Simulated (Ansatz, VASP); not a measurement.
**K in VASP and in Ansatz**

The input INCAR:

```
PREC     = Accurate       # precision mode
ENCUT    = 520            # plane-wave cutoff, eV
EDIFF    = 1E-6           # SCF threshold, eV
ISMEAR   = 0              # smearing method
SIGMA    = 0.15           # smearing width, eV
LREAL    = F              # projectors in reciprocal space
LASPH    = T              # aspherical terms in the spheres
NELM     = 100            # most SCF steps
ALGO     = Normal         # electronic algorithm
ISIF     = 2              # what is computed and relaxed
LWAVE    = F              # write WAVECAR
LCHARG   = F              # write CHGCAR
GGA      = PE             # functional
IVDW     = 12             # dispersion correction
NBANDS   = 10             # bands
```

The input KPOINTS:

```
regular mesh
0
Gamma
  12 12 12
```

POSCAR

```
K
1.0
    0.0000000000      3.4936290025      3.4936290025
    3.4936290025      0.0000000000      3.4936290025
    3.4936290025      3.4936290025      0.0000000000
K
1
Direct
    0.0000000000      0.0000000000      0.0000000000
```

Input for Ansatz:

```yaml
crystal:
  lattice:
    - [0.0, 3.4936290025, 3.4936290025]
    - [3.4936290025, 0.0, 3.4936290025]
    - [3.4936290025, 3.4936290025, 0.0]
  atoms:
    - { symbol: K, position: [0.0, 0.0, 0.0] }
basis:
  ecutwfc: 420
kpoints:
  mp_grid: { grid: [12, 12, 12] }
hamiltonian:
  xc: pbe
  dispersion: d3bj
scf:
  occupations: { method: gaussian, width: 0.15 }
output:
  forces: true
  stress: true
  eigenvalues: true
```

Change from the starting cell: strain +0.030 along x and y, +0.030 along z, atoms carried along.

Alike in both runs: task single point; functional PBE; dispersion D3(BJ); k mesh 12 × 12 × 12; occupations gaussian, width 0.15 eV; no spin polarisation.

```csv
,VASP,Ansatz
version,VASP 6.6.1,Ansatz 0.2.0
potentials or method,"VASP PAW PBE potentials, release 64 (K_sv), cutoff 520 eV","scalar-relativistic, plane waves, PAW"
valence electrons in the cell,9,9
```

|  | VASP | Ansatz | Ansatz less VASP |
| --- | --- | --- | --- |
| gap on the k mesh at the Fermi level (eV) | none | none | - |
| pressure (GPa) | -0.6 | -0.6 | +0.01 |

A gap of «none» marks a metal or a gap that the smearing closes.
